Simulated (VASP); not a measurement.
Crystal: C.

```
C
1.0
     0.00000    1.78012    1.72672
     1.78012    0.00000    1.72672
     1.78012    1.78012    0.00000
C
2
Cartesian
  0.0000 0.0000 0.0000
  0.8901 0.8901 0.8634
```

This cell differs from its parent crystal: uniaxial z strain -3.0%.

Base run:

```yaml
Program: VASP 6.6.1
Functional: r2SCAN
Potentials_or_basis: VASP PAW PBE potentials, release 64 (C)
Cutoff: 520 eV
k_mesh: 12 × 12 × 12
Occupations: gaussian, width 0.01 eV
Spin: no spin polarisation
```

Its results: band gap on the k mesh 3.61 eV, indirect (least direct gap 5.35 eV); pressure 15.8 GPa.

Task: The run is repeated on the same cell with these changes: functional from r2SCAN to PBE; k mesh from 12 × 12 × 12 to 6 × 6 × 6. What comes out?

Result: Band gap on the k mesh 3.45 eV, indirect (least direct gap 5.14 eV); pressure 19.6 GPa.

Several settings changed at once, so the effect can't be laid on one alone.

Caveats: some runs use coarse meshes; the PAW data sets were made with another functional, which shifts forces and pressure a little (some runs).

A k mesh can miss the band edges.
